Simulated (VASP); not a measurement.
Here is a VASP 6.6.1 calculation.

File INCAR:

```
SYSTEM = TiSi2
  PREC = Accurate
  ENCUT = 520
  EDIFF = 1E-7
  ISMEAR = 0
  SIGMA = 0.15
  LREAL = .FALSE.
  LASPH = .TRUE.
  NELM = 80
  ALGO = Normal
  ISIF = 2
  LWAVE = .FALSE.
  LCHARG = .FALSE.
  GGA = PE
  NBANDS = 29
```

The input KPOINTS:

```
Automatic mesh
0
G
  12 12 12
  0 0 0
```

Contents of POSCAR:

```
TiSi2
1.0
    1.8370458170     -6.6579012420      0.0000000000
    1.8370458170      6.6579012420      0.0000000000
    0.0000000000      0.0000000000      3.7069318358
Ti Si
2 4
Direct
    0.8968075258      0.1031924742      0.7500000000
    0.1031924742      0.8968075258      0.2500000000
    0.5591373591      0.4408626409      0.7500000000
    0.4408626409      0.5591373591      0.2500000000
    0.2498287182      0.7501712818      0.7500000000
    0.7501712818      0.2498287182      0.2500000000
```

Potentials or basis: VASP PAW PBE potentials, release 64 (Ti_sv, Si).

Launch:

```console
$ cat potpaw_PBE.64/Ti_sv/POTCAR potpaw_PBE.64/Si/POTCAR > POTCAR
$ mpirun -np 1 vasp_std > vasp.out
```

**Question.** What does it give for the band gap on the k mesh?

**Answer.** Zero (bands 20 and 21 overlap by 0.89 eV).

**Question.** What does it give for the pressure?

**Answer.** -6.9 GPa.

**Question.** Estimate the largest force.

**Answer.** 0.236 eV/Å.

Forces on the atoms (eV/Å):
```
Ti   0.000 -0.236  0.000
Ti   0.000  0.236  0.000
Si   0.000 -0.075  0.000
Si   0.000  0.075  0.000
Si   0.000  0.021  0.000
Si   0.000 -0.021  0.000
```

Caveat: the stress differs along the axes, from -11 to 0 GPa.
